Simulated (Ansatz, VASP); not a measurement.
Two plane-wave programs on CaPb

```
Ca Pb
1.0
     3.48173    0.00000    0.00000
     0.00000    3.48173    0.00000
     0.00000    0.00000    4.50254
Ca Pb
1 1
Direct
  0.00000 0.00000 0.00000
  0.50000 0.50000 0.50000
```

Alike in both runs: functional LDA; k mesh 12 × 12 × 10; occupations fermi-dirac, width 0.15 eV; no spin polarisation.

Ansatz relaxed the structure, and its values are those at the end. VASP's run is a single point on that final structure, the one shown.

|  | VASP | Ansatz |
| --- | --- | --- |
| version | VASP 6.6.1 | Ansatz 0.2.0 |
| potentials or method | VASP PAW LDA potentials, release 64 (Ca_sv, Pb_d), cutoff 520 eV | scalar-relativistic, plane waves, PAW |
| valence electrons in the cell | 24 | 24 |

```tsv
	VASP	Ansatz	Ansatz less VASP
gap on the k mesh at the Fermi level (eV)	none	none	-
pressure (GPa)	0.1	0.0	-0.12
```

LDA's correlation is that of Perdew and Zunger in VASP and of Perdew and Wang (1992) in Ansatz. A gap of «none» marks a metal or a gap that the smearing closes.

Spin-orbit coupling is off throughout.
